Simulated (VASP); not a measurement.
Write the native input for VASP 6.6.1 that does the following.

| Quantity | Value |
| --- | --- |
| Task | single point |
| Functional | r2SCAN |
| Potentials or basis | VASP PAW PBE potentials, release 64 (Na_pv, Cl) |
| Cutoff | 520 eV |
| k mesh | 10 × 10 × 10 |
| Occupations | gaussian, width 0.05 eV |
| Spin | no spin polarisation |
| Dipole correction | no |
| Further INCAR settings | ALGO = Normal; EDIFF = 1e-06; NBANDS = 14 |

Crystal: NaCl.

```xyz
2
Lattice="0.0000 2.8317 2.8317 2.8317 0.0000 2.8317 2.8317 2.8317 0.0000" Properties=species:S:1:pos:R:3 pbc="T T T"
Na    0.0000    0.0000    0.0000
Cl    2.8317    2.8317    2.8317
```

The input as run:

POSCAR

```
NaCl
1.0
    0.0000000000      2.8317495955      2.8317495955
    2.8317495955      0.0000000000      2.8317495955
    2.8317495955      2.8317495955      0.0000000000
Na Cl
1 1
Direct
    0.0000000000      0.0000000000      0.0000000000
    0.5000000000      0.5000000000      0.5000000000
```

INCAR.step1

```
SYSTEM = NaCl
  ALGO = Normal
  EDIFF = 1E-4
  ENCUT = 520
  GGA = PE
  ISMEAR = 0
  LASPH = .TRUE.
  LCHARG = .FALSE.
  LREAL = .FALSE.
  LWAVE = .TRUE.
  NBANDS = 14
  NELM = 80
  PREC = Accurate
  SIGMA = 0.05
```

INCAR.step2

```
SYSTEM = NaCl
  ALGO = Normal
  EDIFF = 1E-6
  ENCUT = 520
  ISIF = 2
  ISMEAR = 0
  ISTART = 1
  LASPH = .TRUE.
  LCHARG = .FALSE.
  LMIXTAU = .TRUE.
  LREAL = .FALSE.
  LWAVE = .FALSE.
  METAGGA = R2SCAN
  NBANDS = 14
  NELM = 80
  PREC = Accurate
  SIGMA = 0.05
```

KPOINTS

```
k-points
0
G
  10 10 10
  0 0 0
```

Potentials or basis: VASP PAW PBE potentials, release 64 (Na_pv, Cl).

Command:

```sh
$ cat potpaw_PBE.64/Na_pv/POTCAR potpaw_PBE.64/Cl/POTCAR > POTCAR
$ cp INCAR.step1 INCAR
$ mpirun -np 1 vasp_std > vasp.out
$ cp INCAR.step2 INCAR
$ mpirun -np 1 vasp_std > vasp.out
```

Results of the run:

```yaml
Pressure: -1.0 GPa
Band_gap_on_the_k_mesh: 5.87 eV, direct
```

Caveat: the PAW data sets were made with another functional, which shifts forces and pressure a little.

Run time: 100 s on 1 thread of Intel(R) Xeon(R) Platinum 8375C CPU @ 2.90GHz (Ice Lake) (shared host), peak memory 0.17 GiB.
